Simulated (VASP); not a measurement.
Wanted: the native input for a VASP 6.6.1 run.

```
Task                   : single point
Functional             : PBEsol
Potentials or basis    : VASP PAW PBE potentials, release 64 (Sb)
Cutoff                 : 520 eV
k mesh                 : 16 × 16 × 16
Occupations            : gaussian, width 0.15 eV
Spin                   : no spin polarisation
Dipole correction      : no
Further INCAR settings : ALGO = Normal; EDIFF = 1e-06; NBANDS = 8
```

The structure of Sb lies in POSCAR:

```
Sb
1.0
    3.2864000000      0.0000000000      0.0000000000
    0.0000000000      3.2864000000      0.0000000000
    0.0000000000      0.0000000000      3.0336000000
Sb
1
Direct
    0.0000000000      0.0000000000      0.0000000000
```

This cell differs from its parent crystal: strain +0.040 along x and y, -0.040 along z.

The input as run:

INCAR

```
ALGO = Normal ; EDIFF = 1E-6
ENCUT = 520 ; GGA = PS
ISIF = 2 ; ISMEAR = 0
LASPH = True ; LCHARG = False
LREAL = False ; LWAVE = False
NBANDS = 8 ; NELM = 80
PREC = Accurate ; SIGMA = 0.15
```

KPOINTS

```
k-points
0
Gamma
  16 16 16
```

Potentials or basis: VASP PAW PBE potentials, release 64 (Sb).

Run with:

```sh
$ cat potpaw_PBE.64/Sb/POTCAR > POTCAR
$ mpirun -np 1 vasp_std > vasp.out
```

It gave:

| Quantity | Value |
| --- | --- |
| Pressure | -5.6 GPa |

Caveat: the cell differs from its parent crystal (strain +0.040 along x and y, -0.040 along z); the PAW data sets were made with another functional, which shifts forces and pressure a little.

Wall time 19 s on 1 thread of Intel(R) Xeon(R) Platinum 8375C CPU @ 2.90GHz (Ice Lake), on a shared host, peak memory 0.22 GiB.
